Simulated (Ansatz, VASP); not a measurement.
**TiSi2: VASP beside Ansatz**

```
CELL_PARAMETERS angstrom
1.69450 -6.48891 0.00000
1.69450 6.48891 0.00000
0.00000 0.00000 3.56517
ATOMIC_POSITIONS crystal
Ti 0.10312 0.89688 0.25000
Ti 0.89688 0.10312 0.75000
Si 0.75031 0.24969 0.25000
Si 0.24969 0.75031 0.75000
Si 0.44175 0.55825 0.25000
Si 0.55825 0.44175 0.75000
```

Alike in both runs: task single point; functional PBEsol; k mesh 7 × 7 × 6; occupations fermi-dirac, width 0.05 eV; no spin polarisation.

```csv
,VASP,Ansatz
version,VASP 6.6.1,Ansatz 0.2.0
potentials or method,"VASP PAW PBE potentials, release 64 (Ti_sv, Si)",Ansatz PAW
plane-wave cutoff (eV),520,420
valence electrons in the cell,40,40
```

VASP gave:

- gap on the k mesh at the Fermi level (eV): none
- pressure (GPa): 10.6
- traceless stress, the component that is largest in VASP (GPa): -4.25
- rms of the force components (eV/Å): 0.225

**Question.** What did Ansatz give for the same quantities?

**Answer.** gap on the k mesh at the Fermi level (eV): none; pressure (GPa): 10.5; traceless stress, the component that is largest in VASP (GPa): -4.29; rms of the force components (eV/Å): 0.224.

VASP's potentials were made for PBE, not for PBEsol. Atom by atom the forces differ by 0.001 eV/Å (rms over components). A gap of «none» marks a metal or a gap that the smearing closes. The functional is the same, so the differences come from potentials, cutoffs and numerics.
